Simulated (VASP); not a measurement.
Write the native input for VASP 6.6.1 that does the following.

* Task: single point
* Functional: PBE
* Dispersion: D3(BJ)
* Potentials or basis: VASP PAW PBE potentials, release 64 (Be, C)
* Cutoff: 520 eV
* k mesh: 5 × 5 × 3
* Occupations: gaussian, width 0.15 eV
* Spin: no spin polarisation
* Dipole correction: no
* Further INCAR settings: LREAL = Auto; ALGO = Normal; EDIFF = 1e-06; NBANDS = 32

The structure of Be16C (a cell with a defect) lies in POSCAR:

```
Be16C
1.0
   -2.2900000000     -3.9663960000      0.0000000000
    3.4350000000     -1.9831980000      0.0000000000
    0.0000000000      0.0000000000      7.1768600000
Be C
16 1
Direct
    0.7000063673      0.4688697471      0.0005450852
    0.4995500380      0.3089049744      0.2556063515
    0.7472152269      0.4977533827      0.4990019312
    0.4995553826      0.2965909247      0.7429119420
    0.4995518713      0.0074730088      0.0000186711
    0.2526227099      0.8345275126      0.2449763546
    0.4995497990     -0.0115350685      0.4980788256
    0.2496693718      0.8283143702      0.7587982767
    0.2990945663      0.4688546017      0.0005411837
   -0.0004501995      0.3472989936      0.2566289436
    0.2518872902      0.4977542634      0.4990010952
   -0.0004464428      0.3637492419      0.7472733201
   -0.0004572398      0.0805449552      0.0034701806
    0.7464724497      0.8345271936      0.2449820674
   -0.0004485303      0.0013967586      0.4989620809
    0.7494314700      0.8283106452      0.7587963260
   -0.0004448226      0.6739424618     -0.0396057607
```

The input as run:

INCAR

```
  ALGO = Normal
  EDIFF = 1E-6
  ENCUT = 520
  GGA = PE
  ISIF = 2
  ISMEAR = 0
  IVDW = 12
  LASPH = T
  LCHARG = T
  LELF = T
  LREAL = Auto
  LVHAR = T
  LWAVE = F
  NBANDS = 32
  NELM = 80
  PREC = Accurate
  SIGMA = 0.15
```

KPOINTS

```
k-points
0
Gamma
  5 5 3
```

Potentials or basis: VASP PAW PBE potentials, release 64 (Be, C).

Run with:

```bash
$ cat potpaw_PBE.64/Be/POTCAR potpaw_PBE.64/C/POTCAR > POTCAR
$ mpirun -np 1 vasp_std > vasp.out
```

Results of the run:

| Property | Result |
| --- | --- |
| Pressure | 0.7 GPa |
| Largest force | 2.023 eV/Å |
| Band gap on the k mesh | zero (bands 18 and 19 overlap by 0.41 eV) |
| Dispersion energy per atom | -0.349 eV |

Run time: 13 min on 1 thread of Intel Xeon 8259CL, with other jobs on the host, peak memory 0.29 GiB.
